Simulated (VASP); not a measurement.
# WS2 (R3m) in VASP: further runs

The runs below take WS2 through electric field gradients, with LDA.

All numbers are computed with VASP 6.6.1; they aren't measurements. Logs are shortened: lines on timing, memory, paths and dates and some standing lists are left out, and cuts for length are marked.

**1. The cell of the first run**

The structure is trigonal, space group R3m (No. 160). The conventional cell has a = 3.253 Å, b = 3.253 Å, c = 18.490 Å, α = 90.00°, β = 90.00°, γ = 120.00°. Within 3.2 Å of W (site symmetry 3m) lie 6 S at 2.43 to 2.46 Å. Within 3.2 Å of S (site symmetry 3m) lie 3 W at 2.43 Å and 1 S at 3.13 Å. S (site symmetry 3m) has 3 W at 2.46 Å and 1 S at 3.13 Å within 3.2 Å.

**2. Electric field gradients, LDA (equal xx and yy strain of +3 %)**

Contents of INCAR:

```
SYSTEM = WS2
PREC     = Accurate       ! precision mode
ENCUT    = 520            ! plane-wave cutoff, eV
EDIFF    = 1E-8           ! SCF threshold, eV
ISMEAR   = -1             ! smearing method
SIGMA    = 0.08           ! smearing width, eV
LREAL    = .False.        ! projectors in reciprocal space
LASPH    = .True.         ! aspherical terms in the spheres
NELM     = 80             ! most SCF steps
ALGO     = Normal         ! electronic algorithm
ISIF     = 2              ! what is computed and relaxed
LWAVE    = .False.        ! write WAVECAR
LCHARG   = .False.        ! write CHGCAR
LEFG     = .True.       
NBANDS   = 20             ! bands
```

Contents of KPOINTS:

```
Automatic mesh
0
Gamma
  13 13 13
  0 0 0
```

Contents of POSCAR:

```
WS2
1.0
    1.6263703958      0.9389853858      6.1633300000
   -1.6263703958      0.9389853858      6.1633300000
    0.0000000000     -1.8779707716      6.1633300000
W S
1 2
Direct
    0.0000000000      0.0000000000      0.0000000000
    0.7503000000      0.7503000000      0.7503000000
    0.5810000000      0.5810000000      0.5810000000
```

Potentials or basis: VASP PAW LDA potentials, release 64 (W_sv, S).

Started as:

```bash
$ cat potpaw_LDA.64/W_sv/POTCAR potpaw_LDA.64/S/POTCAR > POTCAR
$ mpirun -np 1 vasp_std > vasp.out
```

OUTCAR:

```text
SYSTEM = WS2
   PREC = Accurate
   ENCUT = 520
   EDIFF = 1E-8
   ISMEAR = -1
   LREAL = .False.
   LASPH = .True.
   NELM = 80
   ISIF = 2

 ion  position               nearest neighbor table
   1  0.000  0.000  0.000-   2 2.43   2 2.43   2 2.43   3 2.46   3 2.46   3 2.46
   2  0.750  0.750  0.750-   1 2.43   1 2.43   1 2.43
   3  0.581  0.581  0.581-   1 2.46   1 2.46   1 2.46

  LATTYP: Found a trigonal (rhomboedric) cell.
 ALAT       =     6.4430901676
 COS(alpha) =     0.8725674134

  Lattice vectors:

 A1 = (   1.6263703958,   0.9389853858,   6.1633300000)
 A2 = (  -1.6263703958,   0.9389853858,   6.1633300000)
 A3 = (   0.0000000000,  -1.8779707716,   6.1633300000)

Analysis of symmetry for initial positions (statically):
=====================================================================
 Subroutine PRICEL returns:
 Original cell was already a primitive cell.

 Routine SETGRP: Setting up the symmetry group for a
 trigonal (rhombohedral) supercell.

 Subroutine GETGRP returns: Found  6 space group operations
 (whereof  6 operations were pure point group operations)
 out of a pool of 12 trial point group operations.

The static configuration has the point symmetry C_3v.

Analysis of symmetry for dynamics (positions and initial velocities):
=====================================================================
 Subroutine PRICEL returns:
 Original cell was already a primitive cell.

 Routine SETGRP: Setting up the symmetry group for a
 trigonal (rhombohedral) supercell.

 Subroutine GETGRP returns: Found  6 space group operations
 (whereof  6 operations were pure point group operations)
 out of a pool of 12 trial point group operations.

The dynamic configuration has the point symmetry C_3v.

 Subroutine INISYM returns: Found  6 space group operations
 (whereof  6 operations are pure point group operations),
 and found     1 'primitive' translations

----------------------------------------------------------------------------------------

                                     Primitive cell

  volume of cell :      56.4735

  direct lattice vectors                    reciprocal lattice vectors
     1.626370396  0.938985386  6.163330000     0.307433043  0.177496550  0.054083318
    -1.626370396  0.938985386  6.163330000    -0.307433043  0.177496550  0.054083318
     0.000000000 -1.877970772  6.163330000     0.000000000 -0.354993100  0.054083318

  length of vectors
     6.443090168  6.443090168  6.443090168     0.359089274  0.359089274  0.359089274

  position of ions in fractional coordinates (direct lattice)
     0.000000000  0.000000000  0.000000000
     0.750300000  0.750300000  0.750300000
     0.581000000  0.581000000  0.581000000

  ion indices of the primitive-cell ions
   primitive index   ion index
                 1           1
                 2           2
                 3           3

----------------------------------------------------------------------------------------

 KPOINTS: Automatic mesh

Automatic generation of k-mesh.
 Grid dimensions read from file:
 generate k-points for:   13   13   13

 Generating k-lattice:

  Cartesian coordinates                     Fractional coordinates (reciprocal lattice)
     0.023648696  0.013653581  0.004160255     0.076923077  0.000000000  0.000000000
    -0.023648696  0.013653581  0.004160255     0.000000000  0.076923077  0.000000000
     0.000000000 -0.027307162  0.004160255     0.000000000  0.000000000  0.076923077

  Length of vectors
     0.027622252  0.027622252  0.027622252

  Shift w.r.t. Gamma in fractional coordinates (k-lattice)
     0.000000000  0.000000000  0.000000000

 Subroutine IBZKPT returns following result:
 ===========================================

 Found    231 irreducible k-points:

 Following reciprocal coordinates:
            Coordinates               Weight
  0.000000  0.000000  0.000000      1.000000
  0.076923  0.000000 -0.000000      6.000000
  0.153846  0.000000  0.000000      6.000000
  0.230769  0.000000  0.000000      6.000000
  0.307692  0.000000  0.000000      6.000000
  0.384615  0.000000  0.000000      6.000000
[... 16 lines left out ...]
  0.384615  0.153846  0.000000     12.000000
  0.461538  0.153846  0.000000     12.000000
 [... further k-points ...]
   k-points           NKPTS =    231   k-points in BZ     NKDIM =    231   number of bands    NBANDS=     20
   number of dos      NEDOS =    301   number of ions     NIONS =      3
   total plane-waves  NPLWV = 110592
   dimension x,y,z NGX =    48 NGY =   48 NGZ =   48
   dimension x,y,z NGXF=    96 NGYF=   96 NGZF=   96
   ions per type =               1   2
   NGX,Y,Z   is equivalent  to a cutoff of  12.39, 12.39, 12.39 a.u.
   NGXF,Y,Z  is equivalent  to a cutoff of  24.77, 24.77, 24.77 a.u.
 SYSTEM =  WS2
   PREC   = accura    normal or accurate (medium, high low for compatibility)
   ISTART =      0    job   : 0-new  1-cont  2-samecut
   ICHARG =      2    charge: 1-file 2-atom 10-const
   ISPIN  =      1    spin polarized calculation?
   LNONCOLLINEAR =      F non collinear calculations
   LSORBIT =      F    spin-orbit coupling
   LASPH  =      T    aspherical Exc in radial PAW
   ENCUT  =  520.0 eV  38.22 Ry    6.18 a.u.  11.98 11.98 11.98*2*pi/ulx,y,z
   NELM   =     80;   NELMIN=  2; NELMDL= -5     # of ELM steps
   EDIFF  = 0.1E-07   stopping-criterion for ELM
   LREAL  =      F    real-space projection
   EDIFFG = 0.1E-06   stopping-criterion for IOM
   NSW    =      0    number of steps for IOM
   IBRION =     -1    ionic relax: 0-MD 1-quasi-New 2-CG
   NFREE  =      0    steps in history (QN), initial steepest desc. (CG)
   ISIF   =      2    stress and relaxation
   ISYM   =      2    0-nonsym 1-usesym 2-fastsym
   POTIM  = 0.5000    time-step for ionic-motion
   TEBEG  =    0.0;   TEEND  =   0.0 temperature during run
   PSTRESS=    0.0 pullay stress
   NELECT =      26.0000    total number of electrons
   NUPDOWN=      -1.0000    fix difference up-down
   EMIN   =  10.00;   EMAX   =-10.00  energy-range for DOS
   EFERMI =   0.00;   METHOD = LEGACY
   ISMEAR =    -1;   SIGMA  =   0.08  broadening in eV -4-tet -1-fermi 0-gaus
   EFERMI_NEDOS =   21; number of points for ismear=-14 and -15
   IALGO  =     38    algorithm
   IMIX   =      4    mixing-type and parameters
     AMIX     =   0.40;   BMIX     =  1.00
     AMIX_MAG =   1.60;   BMIX_MAG =  1.00
  volume/ion in A,a.u.               =      18.82       127.03
  Fermi-wavevector in a.u.,A,eV,Ry     =   1.264108  2.388818 21.741700  1.597970
  Thomas-Fermi vector in A             =   2.397431
   LORBIT       =      0    0 simple, 1 ext, 2 COOP (PROOUT), +10 PAW based schemes
   GGA     = CA    functional components
   LHFCALC =     F    Hartree Fock is set to
   AEXX    =    0.0000 exact exchange contribution
   IVDW    =     0    specifies the selected vdW correction
   LEPSILON=     F    determine dielectric tensor
   LRPA    =     F    only Hartree local field effects (RPA)
 non-spin polarized calculation
  energy-cutoff  :      520.00
  volume of cell :       56.47
 maximum number of plane-waves:      1544
   NGX = 23   NGY = 23   NGZ = 23

 number of electron      26.0000001 magnetization

 Free energy of the ion-electron system (eV)
  ---------------------------------------------------
  ext. energy  EPLUGINS =         0.00000000
  ---------------------------------------------------
  free energy    TOTEN  =       -26.07225638 eV

  energy without entropy =      -26.07216807  energy(sigma->0) =      -26.07221223

 E-fermi :   7.0712     XC(G=0): -10.9629

 val. band max:        6.7331732217   @ k =   0.4615   0.4615   0.4615
 cond. band min:       7.6491903782   @ k =  -0.3077   0.3077   0.0000
 fundamental gap:      0.9160171565
 Fermi energy:         7.0712187155

 k-point     1 :       0.0000    0.0000    0.0000
  band No.  band energies     occupation
      1     -67.6841      2.00000
      2     -32.1326      2.00000
      3     -32.0331      2.00000
      4     -32.0331      2.00000
      5      -8.5386      2.00000
      6      -6.6283      2.00000
[... 12 lines left out ...]
     19      13.9858      0.00000
     20      14.9526      0.00000
[... 507 lines left out ...]
 k-point    24 :       0.4615    0.1538    0.0000
  band No.  band energies     occupation
      1     -67.6724      2.00000
      2     -32.2567      2.00000
      3     -32.1198      2.00000
      4     -32.0877      2.00000
      5      -6.7080      2.00000
      6      -6.1669      2.00000
[... 12 lines left out ...]
     19      14.2026      0.00000
     20      14.6788      0.00000

 [... further k-points ...]
[... 5 lines left out ...]
  --------------------------------------------------------------------------------------
  -------------------------------------------------------------------------------------
  Total       -4.5561764     -4.5561764     -2.9610670      0.0000000      0.0000000      0.0000000
  in kB     -129.2605941   -129.2605941    -84.0066845      0.0000000      0.0000000      0.0000000
  external PRESSURE =    -114.1759576 kB  Pullay stress =       0.0000000 kB

 VOLUME and BASIS-vectors are now :
 -----------------------------------------------------------------------------
  energy-cutoff  :      520.00
  volume of cell :       56.47
      direct lattice vectors                 reciprocal lattice vectors
     1.626370396  0.938985386  6.163330000     0.307433043  0.177496550  0.054083318
    -1.626370396  0.938985386  6.163330000    -0.307433043  0.177496550  0.054083318
     0.000000000 -1.877970772  6.163330000     0.000000000 -0.354993100  0.054083318

 POSITION                                       TOTAL-FORCE (eV/Angst)
 -----------------------------------------------------------------------------------
      0.00000      0.00000      0.00000         0.000000     -0.000000     -0.509467
      0.00000      0.00000     13.87304         0.000000      0.000000     -0.565841
      0.00000      0.00000     10.74268         0.000000     -0.000000      1.075308
 -----------------------------------------------------------------------------------
    total drift:                                0.000000      0.000000      0.000094

  FREE ENERGIE OF THE ION-ELECTRON SYSTEM (eV)
  ---------------------------------------------------
  free  energy   TOTEN  =       -26.0722563809 eV

  energy  without entropy=      -26.0721680694  energy(sigma->0) =      -26.07221223

 Electric field gradients (V/A^2)
---------------------------------------------------------------------
 ion       V_xx      V_yy      V_zz      V_xy      V_xz      V_yz
---------------------------------------------------------------------
   1      79.868    79.868  -159.736     0.000    -0.000    -0.000
   2      25.892    25.892   -51.785     0.000     0.000    -0.000
   3      22.260    22.260   -44.519    -0.000     0.000     0.000
---------------------------------------------------------------------

 Electric field gradients after diagonalization (V/A^2)
 (convention: |V_zz| > |V_xx| > |V_yy|)
----------------------------------------------------------------------
 ion       V_xx      V_yy      V_zz     asymmetry (V_yy - V_xx)/ V_zz
----------------------------------------------------------------------
   1      79.868    79.868  -159.736       0.000
   2      25.892    25.892   -51.785       0.000
   3      22.260    22.260   -44.519       0.000
----------------------------------------------------------------------

           NMR quadrupolar parameters

 Cq : quadrupolar parameter    Cq=e*Q*V_zz/h
 eta: asymmetry parameters     (V_yy - V_xx)/ V_zz
 Q  : nuclear electric quadrupole moment in mb (millibarn)
----------------------------------------------------------------------
 ion       Cq(MHz)       eta       Q (mb)
----------------------------------------------------------------------
   1      -0.386       0.000       1.000
   2      -0.125       0.000       1.000
   3      -0.108       0.000       1.000
----------------------------------------------------------------------
```

It took 8.7 min on 1 thread of Intel Xeon Platinum 8175M at 2.50GHz (Skylake/Cascade Lake), shared host; peak memory 0.43 GiB.

Results:

```yaml
Free_energy: -26.0723 eV
Pressure: -11.4 GPa
Largest_force: 1.075 eV/Å
Band_gap_on_the_k_mesh: 0.92 eV, indirect (least direct gap 1.78 eV)
```

Forces on the atoms (eV/Å):
```
W    0.000  0.000 -0.509
S    0.000  0.000 -0.566
S    0.000  0.000  1.075
```

Stress tensor (GPa, compression positive):
```
-12.93   0.00   0.00
  0.00 -12.93   0.00
  0.00   0.00  -8.40
```

Electric field gradients, principal values (V/Å²):
| atom | least | middle | greatest (by size) |
| --- | --- | --- | --- |
| 1 W | 79.868 | 79.868 | -159.736 |
| 2 S | 25.892 | 25.892 | -51.785 |
| 3 S | 22.260 | 22.260 | -44.519 |

Caveat: the cell differs from its parent crystal (equal xx and yy strain of +3 %); without QUAD_EFG the Cq values of the log hold for a quadrupole moment of 1 mb, not for the nuclei; spin-orbit coupling is left out, which moves the levels of the heavy elements; forces of over 1 eV/Å act on the atoms, so gaps and moduli don't describe the material at rest. A k mesh can miss the band edges.

(Part 1 of 2 ends here.)
